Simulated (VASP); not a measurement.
# H2Se (P4_2/mnm) in VASP: relaxation of cell and atoms with PBE

Aim: the relaxation of cell and atoms of H2Se with PBE.

All numbers are computed with VASP 6.6.1; they aren't measurements. Logs are shortened: lines on timing, memory, paths and dates and some standing lists are left out, and cuts for length are marked.

### 1 The cell of the first run

The structure is tetragonal, space group P4_2/mnm (No. 136). Conventional cell: a = 5.299 Å, b = 5.299 Å, c = 3.020 Å, α = 90.00°, β = 90.00°, γ = 90.00°. H (site symmetry m2m) has 2 Se at 1.81 Å and 1 H at 1.98 Å within 2.4 Å. Within 2.4 Å of Se (site symmetry mmm) lie 4 H at 1.81 Å.

### 2 Relaxation of cell and atoms, PBE

INCAR reads:

```
SYSTEM = H2Se
  PREC = Accurate
  ENCUT = 600
  EDIFF = 1E-6
  ISMEAR = 0
  SIGMA = 0.1
  LREAL = .False.
  LASPH = .True.
  NELM = 100
  ALGO = Normal
  ISIF = 3
  LWAVE = .False.
  LCHARG = .False.
  GGA = PE
  IBRION = 2
  NSW = 100
  EDIFFG = -0.01
```

KPOINTS reads:

```
Automatic mesh
0
Gamma
  8 8 12
  0 0 0
```

POSCAR reads:

```
H2Se
1.0
    5.2990665871      0.0000000000      0.0000000000
    0.0000000000      5.2990665871      0.0000000000
    0.0000000000      0.0000000000      3.0199244581
H Se
4 2
Direct
    0.3679042770      0.3679042770      0.0000000000
    0.1320957230      0.8679042770      0.5000000000
    0.6320957230      0.6320957230      0.0000000000
    0.8679042770      0.1320957230      0.5000000000
    0.0000000000      0.0000000000      0.0000000000
    0.5000000000      0.5000000000      0.5000000000
```

Potentials or basis: VASP PAW PBE potentials, release 64 (H, Se).

On the command line:

```
> cat potpaw_PBE.64/H/POTCAR potpaw_PBE.64/Se/POTCAR > POTCAR
> mpirun -np 1 vasp_std > vasp.out
```

OUTCAR:

```text
SYSTEM = H2Se
   PREC = Accurate
   ENCUT = 600
   EDIFF = 1E-6
   ISMEAR = 0
   LREAL = .False.
   LASPH = .True.
   NELM = 100
   ISIF = 3
   GGA = PE
   IBRION = 2
   NSW = 100
   EDIFFG = -0.01

 ion  position               nearest neighbor table
   1  0.368  0.368  0.000-   6 1.81   6 1.81
   2  0.132  0.868  0.500-   5 1.81   5 1.81
   3  0.632  0.632  0.000-   6 1.81   6 1.81
   4  0.868  0.132  0.500-   5 1.81   5 1.81
   5  0.000  0.000  0.000-   2 1.81   4 1.81   2 1.81   4 1.81
   6  0.500  0.500  0.500-   1 1.81   3 1.81   1 1.81   3 1.81

  LATTYP: Found a simple tetragonal cell.
 ALAT       =     5.2990665871
 C/A-ratio  =     0.5698974354

  Lattice vectors:

 A1 = (   5.2990665871,   0.0000000000,   0.0000000000)
 A2 = (   0.0000000000,   5.2990665871,   0.0000000000)
 A3 = (   0.0000000000,   0.0000000000,   3.0199244581)

Analysis of symmetry for initial positions (statically):
=====================================================================
 Subroutine PRICEL returns:
 Original cell was already a primitive cell.

 Routine SETGRP: Setting up the symmetry group for a
 simple tetragonal supercell.

 Subroutine GETGRP returns: Found 16 space group operations
 (whereof  8 operations were pure point group operations)
 out of a pool of 16 trial point group operations.

The static configuration has the point symmetry D_2h.
 The point group associated with its full space group is D_4h.

Analysis of symmetry for dynamics (positions and initial velocities):
=====================================================================
 Subroutine PRICEL returns:
 Original cell was already a primitive cell.

 Routine SETGRP: Setting up the symmetry group for a
 simple tetragonal supercell.

 Subroutine GETGRP returns: Found 16 space group operations
 (whereof  8 operations were pure point group operations)
 out of a pool of 16 trial point group operations.

The dynamic configuration has the point symmetry D_2h.
 The point group associated with its full space group is D_4h.

 Subroutine INISYM returns: Found 16 space group operations
 (whereof  8 operations are pure point group operations),
 and found     1 'primitive' translations

----------------------------------------------------------------------------------------

                                     Primitive cell

  volume of cell :      84.7998

  direct lattice vectors                    reciprocal lattice vectors
     5.299066587  0.000000000  0.000000000     0.188712481  0.000000000  0.000000000
[... 111 lines left out ...]
   IALGO  =     38    algorithm
   IMIX   =      4    mixing-type and parameters
     AMIX     =   0.40;   BMIX     =  1.00
     AMIX_MAG =   1.60;   BMIX_MAG =  1.00
  volume/ion in A,a.u.               =      14.13        95.38
  Fermi-wavevector in a.u.,A,eV,Ry     =   0.938966  1.774389 11.995675  0.881657
  Thomas-Fermi vector in A             =   2.066231
   LORBIT       =      0    0 simple, 1 ext, 2 COOP (PROOUT), +10 PAW based schemes
   GGA     = PE    functional components
   LHFCALC =     F    Hartree Fock is set to
   AEXX    =    0.0000 exact exchange contribution
   IVDW    =     0    specifies the selected vdW correction
   LEPSILON=     F    determine dielectric tensor
   LRPA    =     F    only Hartree local field effects (RPA)
 conjugate gradient relaxation of ions
 non-spin polarized calculation
 Gauss-broadening in eV      SIGMA  =   0.10
  energy-cutoff  :      600.00
  volume of cell :       84.80
 maximum number of plane-waves:      2856
   NGX = 21   NGY = 21   NGZ = 13

 number of electron      15.9999999 magnetization

 Free energy of the ion-electron system (eV)
  ---------------------------------------------------
  ext. energy  EPLUGINS =         0.00000000
  ---------------------------------------------------
  free energy    TOTEN  =       -17.32110678 eV

  energy without entropy =      -17.31363161  energy(sigma->0) =      -17.31736920

 E-fermi :   0.6332     XC(G=0):  -8.0085

 val. band max:        0.6302481452   @ k =   0.2500   0.1250   0.4167
 cond. band min:       0.6338340980   @ k =   0.3750   0.2500   0.4167
 fundamental gap:      0.0035859528
 Fermi energy:         0.6331909964

 k-point     1 :       0.0000    0.0000    0.0000
  band No.  band energies     occupation
      1     -14.0204      2.00000
      2     -13.3249      2.00000
      3      -5.1037      2.00000
      4      -5.1037      2.00000
      5      -1.0518      2.00000
      6      -1.0518      2.00000
      7       1.4230      0.00000
      8       1.5834      0.00000
      9       2.0146      0.00000
     10       2.5796      0.00000
     11       4.6432      0.00000
     12       5.5228      0.00000
[... 331 lines left out ...]
 k-point    24 :       0.5000    0.1250    0.0833
  band No.  band energies     occupation
      1     -13.5796      2.00000
      2     -13.5796      2.00000
      3      -4.9121      2.00000
      4      -4.9121      2.00000
      5      -1.7070      2.00000
      6      -1.7070      2.00000
      7       0.0787      2.00000
      8       0.0787      2.00000
      9       4.3041      0.00000
     10       4.3041      0.00000
     11       7.0605      0.00000
     12       7.0605      0.00000

 [... further k-points ...]

------------------------ aborting loop because EDIFF is reached ----------------------------------------

  FORCE on cell =-STRESS in cart. coord.  units (eV):
  Direction    XX          YY          ZZ          XY          YZ          ZX
  --------------------------------------------------------------------------------------
  -------------------------------------------------------------------------------------
  Total        0.0274380      0.0274380      0.0396004      0.0000000      0.0000000      0.0000000
  in kB        0.5184039      0.5184039      0.7481966      0.0000000      0.0000000      0.0000000
  external PRESSURE =       0.5950015 kB  Pullay stress =       0.0000000 kB

 VOLUME and BASIS-vectors are now :
 -----------------------------------------------------------------------------
  energy-cutoff  :      600.00
  volume of cell :       84.80
      direct lattice vectors                 reciprocal lattice vectors
     5.299066587  0.000000000  0.000000000     0.188712481  0.000000000  0.000000000
     0.000000000  5.299066587  0.000000000     0.000000000  0.188712481  0.000000000
     0.000000000  0.000000000  3.019924458     0.000000000  0.000000000  0.331134111

 POSITION                                       TOTAL-FORCE (eV/Angst)
 -----------------------------------------------------------------------------------
      1.94955      1.94955      0.00000        -0.006676     -0.006676     -0.000000
      0.69998      4.59908      1.50996         0.006676     -0.006676      0.000000
      3.34952      3.34952      0.00000         0.006676      0.006676      0.000000
      4.59908      0.69998      1.50996        -0.006676      0.006676      0.000000
      0.00000      0.00000      0.00000         0.000000      0.000000      0.000000
      2.64953      2.64953      1.50996         0.000000      0.000000      0.000000
 -----------------------------------------------------------------------------------
    total drift:                                0.000000     -0.000000     -0.000000

  FREE ENERGIE OF THE ION-ELECTRON SYSTEM (eV)
  ---------------------------------------------------
  free  energy   TOTEN  =       -17.3211067837 eV

  energy  without entropy=      -17.3136316073  energy(sigma->0) =      -17.31736920

 reached required accuracy - stopping structural energy minimisation
```

OSZICAR:

```text
N       E                     dE             d eps       ncg     rms          rms(c)
DAV:   1     0.634786375832E+02    0.63479E+02   -0.69840E+03  2520   0.124E+03
DAV:   2    -0.122251760287E+02   -0.75704E+02   -0.70574E+02  3600   0.174E+02
DAV:   3    -0.173393521164E+02   -0.51142E+01   -0.50135E+01  3076   0.490E+01
DAV:   4    -0.174074157937E+02   -0.68064E-01   -0.67919E-01  3192   0.606E+00
DAV:   5    -0.174086203375E+02   -0.12045E-02   -0.12037E-02  3096   0.736E-01    0.640E+00
DAV:   6    -0.173366882470E+02    0.71932E-01   -0.51509E-02  3004   0.163E+00    0.366E+00
DAV:   7    -0.173199387626E+02    0.16749E-01   -0.71755E-02  3016   0.195E+00    0.401E-01
DAV:   8    -0.173206253268E+02   -0.68656E-03   -0.82873E-03  2856   0.695E-01    0.810E-02
DAV:   9    -0.173209763926E+02   -0.35107E-03   -0.43889E-04  3040   0.169E-01    0.472E-02
DAV:  10    -0.173210775756E+02   -0.10118E-03   -0.78206E-05  3012   0.680E-02    0.112E-02
DAV:  11    -0.173211052765E+02   -0.27701E-04   -0.28253E-05  3004   0.401E-02    0.562E-03
DAV:  12    -0.173211065117E+02   -0.12352E-05   -0.21989E-06  2860   0.120E-02    0.106E-03
DAV:  13    -0.173211067837E+02   -0.27209E-06   -0.36234E-07  1992   0.499E-03
   1 F= -.17321107E+02 E0= -.17317369E+02  d E =-.173211E+02
```

CONTCAR:

```text
H2Se
   1.00000000000000
     5.2990665870999996    0.0000000000000000    0.0000000000000000
     0.0000000000000000    5.2990665870999996    0.0000000000000000
     0.0000000000000000    0.0000000000000000    3.0199244581000002
  H               Se
     4     2
Direct
     0.3679042770000009    0.3679042770000009    0.0000000000000000
     0.1320957229999991    0.8679042770000009    0.5000000000000000
     0.6320957229999991    0.6320957229999991    0.0000000000000000
     0.8679042770000009    0.1320957229999991    0.5000000000000000
     0.0000000000000000    0.0000000000000000    0.0000000000000000
     0.5000000000000000    0.5000000000000000    0.5000000000000000

  0.00000000E+00  0.00000000E+00  0.00000000E+00
  0.00000000E+00  0.00000000E+00  0.00000000E+00
  0.00000000E+00  0.00000000E+00  0.00000000E+00
  0.00000000E+00  0.00000000E+00  0.00000000E+00
  0.00000000E+00  0.00000000E+00  0.00000000E+00
  0.00000000E+00  0.00000000E+00  0.00000000E+00
```

Wall time 2.2 min (1 thread of Oxide Virtual Turin-like, shared host); peak memory 0.25 GiB.

Results:

```yaml
Free_energy: -17.3211 eV
Pressure_after_relaxing: 0.1 GPa
Largest_force_after_relaxing: 0.009 eV/Å
Band_gap_on_the_k_mesh: zero (band 8 reaches 1.95 eV, above the bottom of band 9 at 0.03 eV)
```

Forces on the atoms (eV/Å):
```
H   -0.007 -0.007  0.000
H    0.007 -0.007  0.000
H    0.007  0.007  0.000
H   -0.007  0.007  0.000
Se   0.000  0.000  0.000
Se   0.000  0.000  0.000
```

Final structure:
```xyz
6
Lattice="5.2991 0.0000 0.0000 0.0000 5.2991 0.0000 0.0000 0.0000 3.0199" Properties=species:S:1:pos:R:3 pbc="T T T"
H     1.9495    1.9495    0.0000
H     0.7000    4.5991    1.5100
H     3.3495    3.3495    0.0000
H     4.5991    0.7000    1.5100
Se    0.0000    0.0000    0.0000
Se    2.6495    2.6495    1.5100
```

Levels at points of the mesh, in eV from the Fermi level:
| k point | band 5 | band 6 | band 7 | band 8 | band 9 | band 10 | band 11 | band 12 |
| --- | --- | --- | --- | --- | --- | --- | --- | --- |
| (0.00, 0.00, 0.00) | -1.68 | -1.68 | 0.79 | 0.95 | 1.38 | 1.95 | 4.01 | 4.89 |
| (0.50, 0.00, 0.00) | -2.49 | -2.49 | 1.16 | 1.16 | 2.11 | 2.11 | 6.23 | 6.23 |
| (0.50, 0.50, 0.00) | -1.61 | -1.61 | 1.17 | 1.17 | 1.51 | 1.51 | 6.82 | 6.82 |
| (0.00, 0.00, 0.50) | -2.30 | -2.30 | -1.27 | -1.27 | 0.37 | 0.37 | 6.69 | 6.69 |
| (0.50, 0.00, 0.50) | -1.77 | -1.77 | -1.29 | -1.29 | -0.61 | -0.61 | 5.60 | 5.60 |
| (0.50, 0.50, 0.50) | -2.60 | -2.60 | -1.49 | -1.49 | 0.53 | 0.53 | 6.46 | 6.46 |

Caveat: the relaxation stopped at its first step, so nothing moved.
